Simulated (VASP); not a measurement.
A run of VASP 6.6.1 is set up as follows.

Contents of INCAR:

```
SYSTEM = YAl3
  PREC = Accurate
  ENCUT = 520
  EDIFF = 1E-7
  ISMEAR = 0
  SIGMA = 0.1
  LREAL = .FALSE.
  LASPH = .TRUE.
  NELM = 80
  ALGO = Normal
  ISIF = 2
  LWAVE = .FALSE.
  LCHARG = .FALSE.
  LDIPOL = .TRUE.
  IDIPOL = 3
  DIPOL = 0.5 0.5 0.303
  GGA = PE
  NBANDS = 18
```

File KPOINTS:

```
regular mesh
0
G
  12 12 1
  0 0 0
```

POSCAR

```
YAl3
1.0
    4.0547526304      0.0000000000      0.0000000000
    0.0000000000      4.0547526304      0.0000000000
    0.0000000000      0.0000000000     28.0400305200
Y Al
1 3
Direct
    0.0000000000      0.0000000000      0.2546947604
    0.5000000000      0.5000000000      0.2762163442
    0.5000000000      0.0000000000      0.3408205353
    0.0000000000      0.5000000000      0.3408205353
```

Potentials or basis: VASP PAW PBE potentials, release 64 (Y_sv, Al).

The run is started by

```sh
$ cat potpaw_PBE.64/Y_sv/POTCAR potpaw_PBE.64/Al/POTCAR > POTCAR
$ mpirun -np 1 vasp_std > vasp.out
```

Problem. What does it give for the largest force?

Solution. 0.170 eV/Å.

Problem. Estimate the band gap on the k mesh.

Solution. Zero (band 10 reaches -1.94 eV, above the bottom of band 11 at -2.11 eV).

Forces in eV/Å, atoms in the order of the input:
```
Y    0.000  0.000 -0.170
Al   0.000  0.000 -0.122
Al   0.000  0.000  0.146
Al   0.000  0.000  0.146
```
